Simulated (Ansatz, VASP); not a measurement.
# Two plane-wave programs on ScAl2

The input INCAR:

```
ALGO = Normal
DIPOL = 0.5 0.5 0.283
EDIFF = 1E-7
ENCUT = 520
GGA = PE
IDIPOL = 3
ISIF = 2
ISMEAR = 0
ISPIN = 2
LASPH = True
LCHARG = False
LDIPOL = True
LMAXMIX = 4
LORBIT = 11
LREAL = False
LWAVE = False
MAGMOM = 1 0 0
NBANDS = 20
NELM = 150
PREC = Accurate
SIGMA = 0.1
```

Contents of KPOINTS:

```
k-points
0
Gamma
  6 6 1
```

The input POSCAR:

```
ScAl2
1.0
    3.1648337221      0.0000000000      0.0000000000
    0.0000000000      3.1648337221      0.0000000000
    0.0000000000      0.0000000000     30.0575156319
Sc Al
1 2
Direct
    0.0000000000      0.0000000000      0.2827911696
    0.5000000000      0.5000000000      0.2234121015
    0.5000000000      0.5000000000      0.3421702377
```

Input for Ansatz:

```yaml
crystal:
  lattice:
    - [3.1648337221, 0.0, 0.0]
    - [0.0, 3.1648337221, 0.0]
    - [0.0, 0.0, 30.0575156319]
  atoms:
    - { symbol: Sc, position: [0.0, 0.0, 0.2827911696], spin: 1.0 }
    - { symbol: Al, position: [0.5, 0.5, 0.2234121015] }
    - { symbol: Al, position: [0.5, 0.5, 0.3421702377] }
  periodic: [true, true, false]
basis:
  ecutwfc: 420
kpoints:
  mp_grid: { grid: [6, 6, 1] }
hamiltonian:
  xc: pbe
scf:
  occupations: { method: gaussian, width: 0.1 }
  lower_state_search: "off"
output:
  forces: true
  stress: true
  eigenvalues: true
  populations: true
magnetization:
  spin_polarized: true
```

Change from the starting cell: species swapped into a sheet of the CeSi2 type.

Alike in both runs: task single point; functional PBE; k mesh 6 × 6 × 1; occupations gaussian, width 0.1 eV; collinear spin.

|  | VASP | Ansatz |
| --- | --- | --- |
| version | VASP 6.6.1 | Ansatz 0.2.0 |
| potentials or method | VASP PAW PBE potentials, release 64 (Sc_sv, Al), cutoff 520 eV | scalar-relativistic, plane waves, PAW |
| valence electrons in the cell | 17 | 17 |

```tsv
	VASP	Ansatz	Ansatz less VASP
gap on the k mesh at the Fermi level (eV)	none	none	-
net moment per atom (μB)	0.08	0.08	0.000
size of the moment on the site where the two differ most (μB)	0.18	0.17	-0.015
```

Site moments also hang on the region over which each program counts them. A gap of «none» marks a metal or a gap that the smearing closes. The functional is the same, so the differences come from potentials, cutoffs and numerics.
